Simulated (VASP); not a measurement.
# Zn3In8O15: single point with PBE

System: Zn3In8O15.

```
Zn O In
1.0
     7.16684   -0.06326    0.03762
    -0.06326    6.95291    0.18543
     0.03762    0.18543    6.99954
Zn O In
3 15 8
Direct
  0.31505 0.91294 0.96271
  0.99353 0.17371 0.21767
  0.36827 0.05994 0.47555
  0.57170 0.90094 0.36904
  0.61789 0.64578 0.02977
  0.01082 0.40549 0.33179
  0.26738 0.68136 0.44319
  0.14387 0.33364 0.73407
  0.71061 0.08225 0.13794
  0.06536 0.89300 0.11965
  0.03337 0.96782 0.60259
  0.80160 0.63280 0.70871
  0.55598 0.32336 0.71323
  0.72014 0.56790 0.45272
  0.39738 0.30489 0.42400
  0.99507 0.96698 0.42039
  0.39246 0.88355 0.69796
  0.25409 0.65712 0.95897
  0.69710 0.26653 0.47138
  0.88520 0.68987 0.25039
  0.71811 0.37648 0.96587
  0.82126 0.01516 0.86767
  0.09673 0.68598 0.70111
  0.28380 0.36091 0.99993
  0.43251 0.64185 0.25469
  0.48547 0.57492 0.64504
```

```yaml
Program: VASP 6.6.1
Task: single point
Functional: PBE
Potentials_or_basis: VASP PAW PBE potentials, release 64 (Zn, O, In_d)
Cutoff: 520 eV
k_mesh: 1 × 1 × 1
Occupations: fermi-dirac, width 0.2585 eV
Spin: no spin polarisation
Dipole_correction: no
Further_INCAR_settings: ALGO = Normal; EDIFF = 1e-06; NBANDS = 134; ISYM = 0
```

```
Pressure      : 13.9 GPa
Largest force : 6.256 eV/Å
```

Forces on the atoms (eV/Å):
```
Zn   0.360  2.443 -0.236
Zn   0.370 -1.224 -0.305
Zn  -0.518 -3.266  0.859
O   -0.086  0.362 -0.526
O    1.085 -0.274  0.853
O   -0.892  0.554 -1.187
O   -4.122  0.556  4.034
O   -0.008  1.352  1.687
O    0.246  2.001 -0.232
O   -0.652  2.009 -2.098
O    0.801  1.217  4.270
O    1.451  0.741  3.204
O    1.145 -3.680  4.392
O   -2.197 -1.000 -1.891
O    0.778  2.884 -2.503
O   -1.623 -0.832 -2.656
O    0.231 -0.106  1.233
O   -0.383 -2.783  0.551
In   1.614 -1.615 -1.893
In   1.150  0.733 -0.248
In   0.796  0.525 -0.606
In   0.791 -1.902 -1.448
In  -0.603 -2.390 -0.683
In  -1.297 -2.009 -0.802
In   3.176 -0.337 -3.744
In  -1.615  6.044 -0.026
```

Stress tensor (GPa, compression positive):
```
10.96 -3.54 -2.71
-3.54 11.30  0.50
-2.71  0.50 19.45
```

Levels at points of the mesh, in eV from the Fermi level:
```tsv
k point	band 113	band 114	band 115	band 116	band 117	band 118
(0.00, 0.00, 0.00)	-0.71	-0.55	-0.22	0.00	0.81	1.36
```

Wall time 120 s on 1 thread of Intel(R) Xeon(R) Platinum 8259CL CPU @ 2.50GHz (Skylake/Cascade Lake), on a shared host, peak memory 0.36 GiB.

Caveat: the k points lie up to 0.90 Å⁻¹ apart; the atoms stand as in a frame of molecular dynamics; spin-orbit coupling is left out, which moves the levels of the heavy elements.
